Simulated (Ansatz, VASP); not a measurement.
**SnO in VASP and in Ansatz**

```
Sn O
1.0
     3.74013    0.00000    0.00000
     0.00000    3.74013    0.00000
     0.00000    0.00000    4.91116
Sn O
2 2
Direct
  0.00000 0.50000 0.24575
  0.50000 0.00000 0.75425
  0.00000 0.00000 0.00000
  0.50000 0.50000 0.00000
```

Alike in both runs: task single point; functional LDA; k mesh 12 × 12 × 10; occupations gaussian, width 0.15 eV; no spin polarisation.

|  | VASP | Ansatz |
| --- | --- | --- |
| version | VASP 6.6.1 | Ansatz 0.2.0 |
| potentials or method | VASP PAW LDA potentials, release 64 (Sn_d, O), cutoff 520 eV | scalar-relativistic, plane waves, PAW |
| valence electrons in the cell | 40 | 40 |

Ansatz gave:

```
gap on the k mesh at the Fermi level (eV)                     : none
pressure (GPa)                                                : -3.1
traceless stress, the component that is largest in VASP (GPa) : -2.99
rms of the force components (eV/Å)                            : 0.356
```

Task: Which values does VASP return?

Result: gap on the k mesh at the Fermi level (eV): none; pressure (GPa): -2.8; traceless stress, the component that is largest in VASP (GPa): -2.94; rms of the force components (eV/Å): 0.309.

LDA's correlation is that of Perdew and Zunger in VASP and of Perdew and Wang (1992) in Ansatz. Atom by atom the forces differ by 0.048 eV/Å (rms over components). A gap of «none» marks a metal or a gap that the smearing closes.
